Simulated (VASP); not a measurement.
Runs of VASP 6.6.1 on K2S. Symmetry: Fm-3m, No. 225, cubic system. Conventional cell: a = 7.405 Å, b = 7.405 Å, c = 7.405 Å, α = 90.00°, β = 90.00°, γ = 90.00°. Within 4.2 Å of K (site symmetry -43m) lie 4 S at 3.21 Å and 6 K at 3.70 Å. Within 4.2 Å of S (site symmetry m-3m) lie 8 K at 3.21 Å. 

```csv
level,potentials or basis,cutoff (eV),grid for exact exchange (PRECFOCK),screening parameter,gap on the mesh (eV),pressure (GPa)
HSE06,"VASP PAW PBE potentials, release 64 (K_sv, S)",400,Normal,0.2079 1/Å,(a),0.2
PBE,"VASP PAW PBE potentials, release 64 (K_sv, S)",500,-,-,(b),0.5
LDA,"VASP PAW LDA potentials, release 64 (K_sv, S)",500,-,-,2.11,-1.7
r2SCAN,"VASP PAW PBE potentials, release 64 (K_sv, S)",550,-,-,2.76,0.0
```

Alike in all rows: task single point; no spin polarisation; cell as given; k mesh 4 × 4 × 4; smearing gaussian 0.01 eV.

Q: Fill in the values left out.

A: (a) 3.31; (b) 2.38.

Caveats: the PAW data sets were made with another functional, which shifts forces and pressure a little (some runs).

A k mesh can miss the band edges.
